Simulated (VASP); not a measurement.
A run of VASP 6.6.1 is set up as follows.

INCAR

```
SYSTEM = PbSe
PREC = Accurate
ENCUT = 520
EDIFF = 1E-8
ISMEAR = -1
SIGMA = 0.01
LREAL = .False.
LASPH = .True.
NELM = 80
ALGO = Normal
ISIF = 2
LWAVE = .False.
LCHARG = .False.
GGA = PE
LEFG = .True.
NBANDS = 50
```

The input KPOINTS:

```
Automatic mesh
0
Gamma
  3 8 8
  0 0 0
```

POSCAR

```
PbSe
1.0
   13.2198180000      0.0000000000      0.0000000000
    0.0000000000      4.4564510000      0.0000000000
    0.0000000000      0.0000000000      4.4151840000
Pb Se
4 4
Direct
    0.8595810000      0.7500000000      0.9102860000
    0.3595810000      0.7500000000      0.5897140000
    0.1404190000      0.2500000000      0.0897140000
    0.6404190000      0.2500000000      0.4102860000
    0.6423060000      0.7500000000      0.9517540000
    0.1423060000      0.7500000000      0.5482460000
    0.3576940000      0.2500000000      0.0482460000
    0.8576940000      0.2500000000      0.4517540000
```

Potentials or basis: VASP PAW PBE potentials, release 64 (Pb_d, Se).

Run with:

```bash
$ cat potpaw_PBE.64/Pb_d/POTCAR potpaw_PBE.64/Se/POTCAR > POTCAR
$ mpirun -np 1 vasp_std > vasp.out
```

(1) What does it give for the largest force?

(2) Predict the band gap on the k mesh.

(3) What does it give for the pressure?

Answers

(1) 0.083 eV/Å.

(2) 1.21 eV (least direct gap 1.31 eV).

(3) -0.7 GPa.

Caveat: without QUAD_EFG the Cq values of the log hold for a quadrupole moment of 1 mb, not for the nuclei; spin-orbit coupling is left out, which moves the levels of the heavy elements.
